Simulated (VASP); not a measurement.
Set up this calculation in VASP 6.6.1, as the native input.

```
Task                   : single point
Functional             : LDA
Potentials or basis    : VASP PAW LDA potentials, release 64 (Ge_d)
Cutoff                 : 520 eV
k mesh                 : 8 × 8 × 4
Occupations            : fermi-dirac, width 0.05 eV
Spin                   : no spin polarisation
Dipole correction      : no
Further INCAR settings : ALGO = Normal; EDIFF = 1e-07; NBANDS = 36
```

The structure of Ge lies in POSCAR:

```
Ge
1.0
    3.9707555995      0.0000000000      0.0000000000
   -1.9853777998      3.4387752215      0.0000000000
    0.0000000000      0.0000000000      6.5550854883
Ge
4
Direct
    0.3333333333      0.6666666667      0.9370987500
    0.6666666667      0.3333333333      0.4370987500
    0.3333333333      0.6666666667      0.5629012500
    0.6666666667      0.3333333333      0.0629012500
```

This isn't the form of Ge at room conditions, which is diamond.

These files were run (other wordings do the same):

INCAR

```
ALGO = Normal
EDIFF = 1E-7
ENCUT = 520
GGA = CA
ISIF = 2
ISMEAR = -1
LASPH = T
LCHARG = F
LREAL = F
LWAVE = F
NBANDS = 36
NELM = 80
PREC = Accurate
SIGMA = 0.05
```

KPOINTS

```
k-points
0
Gamma
  8 8 4
```

Potentials or basis: VASP PAW LDA potentials, release 64 (Ge_d).

The run is started by

```console
$ cat potpaw_LDA.64/Ge_d/POTCAR > POTCAR
$ mpirun -np 1 vasp_std > vasp.out
```

Results of the run:

* Pressure: -0.5 GPa
* Largest force: 0.003 eV/Å

Wall time 2.5 min on 1 thread of Intel Xeon 8259CL, with other jobs on the host, peak memory 0.21 GiB.
